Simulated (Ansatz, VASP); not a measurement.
## One calculation of Zn3BH4, two programs

```
Zn B H
1.0
     4.56819    0.00000    0.00000
     0.00000    4.56819    0.00000
     0.00000    0.00000    4.56819
Zn B H
3 1 4
Cartesian
  0.0000 0.0000 2.2841
  0.0000 2.2841 0.0000
  2.2841 0.0000 0.0000
  2.2841 2.2841 2.2841
  2.9974 2.9974 1.5708
  2.9974 1.5708 2.9974
  1.5708 2.9974 2.9974
  1.5708 1.5708 1.5708
```

Change from the starting cell: species swapped into the MgZn3S4 type (P-43m, No. 215).

Alike in both runs: functional PBE; k mesh 4 × 4 × 4; occupations gaussian, width 0.1 eV; no spin polarisation.

Ansatz relaxed the structure, and its values are those at the end. VASP's run is a single point on that final structure, the one shown.

|  | VASP | Ansatz |
| --- | --- | --- |
| version | VASP 6.6.1 | Ansatz 0.2.0 |
| potentials or method | VASP PAW PBE potentials, release 64 (Zn, B, H), cutoff 520 eV | scalar-relativistic, plane waves, PAW |
| valence electrons in the cell | 43 | 43 |

|  | VASP | Ansatz | Ansatz less VASP |
| --- | --- | --- | --- |
| gap on the k mesh at the Fermi level (eV) | none | none | - |
| pressure (GPa) | 0.0 | 0.0 | +0.04 |

A gap of «none» marks a metal or a gap that the smearing closes.
